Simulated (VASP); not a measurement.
Input of a VASP 6.6.1 run:

INCAR

```
PREC = Accurate
ENCUT = 520
EDIFF = 1E-6
ISMEAR = -1
SIGMA = 0.05
LREAL = F
LASPH = T
NELM = 80
ALGO = Normal
ISIF = 2
LWAVE = F
LCHARG = T
LELF = T
LVHAR = T
NBANDS = 10
```

The input KPOINTS:

```
Automatic mesh
0
Gamma
  9 9 9
```

File POSCAR:

```
Na
1.0
   -2.1120640205      2.1120640205      2.1120640205
    2.1120640205     -2.1120640205      2.1120640205
    2.1120640205      2.1120640205     -2.1120640205
Na
1
Direct
    0.0000000000      0.0000000000      0.0000000000
```

Potentials or basis: VASP PAW LDA potentials, release 64 (Na_pv).

The run is started by

```bash
$ cat potpaw_LDA.64/Na_pv/POTCAR > POTCAR
$ mpirun -np 1 vasp_std > vasp.out
```

Problem. What does it give for the pressure?

Solution. -0.9 GPa.
